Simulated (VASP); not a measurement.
Input of a VASP 6.6.1 run:

INCAR

```
PREC = Accurate
ENCUT = 520
EDIFF = 1E-7
ISMEAR = 0
SIGMA = 0.1
LREAL = False
LASPH = True
NELM = 100
ALGO = Normal
ISIF = 2
LWAVE = False
LCHARG = True
GGA = PE
LELF = True
LVHAR = True
NBANDS = 36
```

Contents of KPOINTS:

```
Automatic mesh
0
Gamma
  10 10 6
```

POSCAR

```
HfWS5
1.0
    4.3540157666      0.0000000000      0.0000000000
    0.0000000000      4.3540157666      0.0000000000
    0.0000000000      0.0000000000      6.1718135941
Hf W S
1 1 5
Direct
    0.5000000000      0.5000000000      0.0000000000
    0.0000000000      0.0000000000      0.5000000000
    0.0000000000      0.5000000000      0.2806942523
    0.0000000000      0.5000000000      0.7193057477
    0.5000000000      0.0000000000      0.2806942523
    0.5000000000      0.0000000000      0.7193057477
    0.0000000000      0.0000000000      0.0000000000
```

Potentials or basis: VASP PAW PBE potentials, release 64 (Hf_pv, W_sv, S).

The run is started by

```bash
$ cat potpaw_PBE.64/Hf_pv/POTCAR potpaw_PBE.64/W_sv/POTCAR potpaw_PBE.64/S/POTCAR > POTCAR
$ mpirun -np 1 vasp_std > vasp.out
```

(1) What does it give for the largest force?

(2) Estimate the band gap on the k mesh.

(3) What does it give for the pressure?

Answers

(1) 0.039 eV/Å.

(2) zero (band 27 reaches 8.27 eV, above the bottom of band 28 at 6.91 eV).

(3) -0.4 GPa.

Caveat: spin-orbit coupling is left out, which moves the levels of the heavy elements.
